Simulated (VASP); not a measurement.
Write the native input for VASP 6.6.1 that does the following.

| Quantity | Value |
| --- | --- |
| Task | single point |
| Functional | PBEsol |
| Potentials or basis | VASP PAW PBE potentials, release 64 (Ta_pv, N) |
| Cutoff | 520 eV |
| k mesh | 18 × 18 × 14 |
| Occupations | gaussian, width 0.1 eV |
| Spin | no spin polarisation |
| Dipole correction | no |
| Further INCAR settings | ALGO = Normal; EDIFF = 1e-07; NBANDS = 15 |

The structure of TaN lies in POSCAR:

```
TaN
1.0
    2.7400071153      0.0000000000      0.0000000000
   -1.3700035577      2.3729157685      0.0000000000
    0.0000000000      0.0000000000      2.9481846300
Ta N
1 1
Direct
    0.3333333333      0.6666666667      0.5867152272
    0.0000000000      0.0000000000     -0.0867152272
```

This cell differs from its parent crystal: strained and its atoms moved.

These files were run (other wordings do the same):

INCAR

```
PREC = Accurate ; ENCUT = 520
EDIFF = 1E-7 ; ISMEAR = 0
SIGMA = 0.1 ; LREAL = False
LASPH = True ; NELM = 100
ALGO = Normal ; ISIF = 2
LWAVE = False ; LCHARG = False
GGA = PS ; NBANDS = 15
```

KPOINTS

```
Automatic mesh
0
Gamma
  18 18 14
```

Potentials or basis: VASP PAW PBE potentials, release 64 (Ta_pv, N).

Command:

```console
$ cat potpaw_PBE.64/Ta_pv/POTCAR potpaw_PBE.64/N/POTCAR > POTCAR
$ mpirun -np 1 vasp_std > vasp.out
```

It gave:

The pressure is 123.9 GPa, the largest force is 11.513 eV/Å and the band gap on the k mesh is zero (band 8 reaches 10.68 eV, above the bottom of band 9 at 8.74 eV).

Caveat: the cell differs from its parent crystal (strained and its atoms moved); the PAW data sets were made with another functional, which shifts forces and pressure a little; spin-orbit coupling is left out, which moves the levels of the heavy elements.

Wall time 70 s on 1 thread of Intel(R) Xeon(R) 6975P-C (Granite Rapids), on a shared host, peak memory 0.24 GiB.
